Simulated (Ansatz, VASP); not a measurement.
## One calculation of In, two programs

The input INCAR:

```
SYSTEM = In
  ALGO = Fast
  EDIFF = 1E-6
  ENCUT = 520
  GGA = PS
  ISIF = 2
  ISMEAR = -1
  LASPH = .TRUE.
  LCHARG = .FALSE.
  LREAL = .FALSE.
  LWAVE = .FALSE.
  NBANDS = 26
  NELM = 80
  PREC = Accurate
  SIGMA = 0.05
```

File KPOINTS:

```
k-points
0
G
  9 9 9
  0 0 0
```

Contents of POSCAR:

```
In
1.0
    1.6584308627      0.9574955050      8.1523779443
   -1.6584308627      0.9574955050      8.1523779443
    0.0000000000     -1.9149910100      8.1523779443
In
3
Direct
    0.2219877600      0.2219877600      0.2219877600
    0.7780122400      0.7780122400      0.7780122400
    0.0000000000      0.0000000000      0.0000000000
```

File input.yaml:

```yaml
crystal:
  lattice:
    - [1.6584308627, 0.957495505, 8.1523779443]
    - [-1.6584308627, 0.957495505, 8.1523779443]
    - [0.0, -1.91499101, 8.1523779443]
  atoms:
    - { symbol: In, position: [0.22198776, 0.22198776, 0.22198776] }
    - { symbol: In, position: [0.77801224, 0.77801224, 0.77801224] }
    - { symbol: In, position: [0.0, 0.0, 0.0] }
hamiltonian:
  xc: pbesol
  pseudopotentials: { kind: paw }
kpoints:
  mp_grid: { grid: [9, 9, 9] }
scf:
  occupations: { method: fermi_dirac, width: 0.05 }
output:
  forces: true
  stress: true
  eigenvalues: true
```

Alike in both runs: task single point; functional PBEsol; k mesh 9 × 9 × 9; occupations fermi-dirac, width 0.05 eV; no spin polarisation.

```csv
,VASP,Ansatz
version,VASP 6.6.1,Ansatz 0.2.0
potentials or method,"VASP PAW PBE potentials, release 64 (In_d)",Ansatz PAW
plane-wave cutoff (eV),520,420
valence electrons in the cell,39,39
```

|  | VASP | Ansatz | Ansatz less VASP |
| --- | --- | --- | --- |
| gap on the k mesh at the Fermi level (eV) | none | none | - |
| pressure (GPa) | -1.2 | -0.3 | +0.86 |
| traceless stress, the component that is largest in VASP (GPa) | -0.39 | -0.40 | -0.006 |
| rms of the force components (eV/Å) | 0.008 | 0.008 | +0.0002 |

VASP's potentials were made for PBE, not for PBEsol. Atom by atom the forces differ by 0.000 eV/Å (rms over components). A gap of «none» marks a metal or a gap that the smearing closes. With one functional, cell and mesh, what is left measures potentials, basis and numerics.
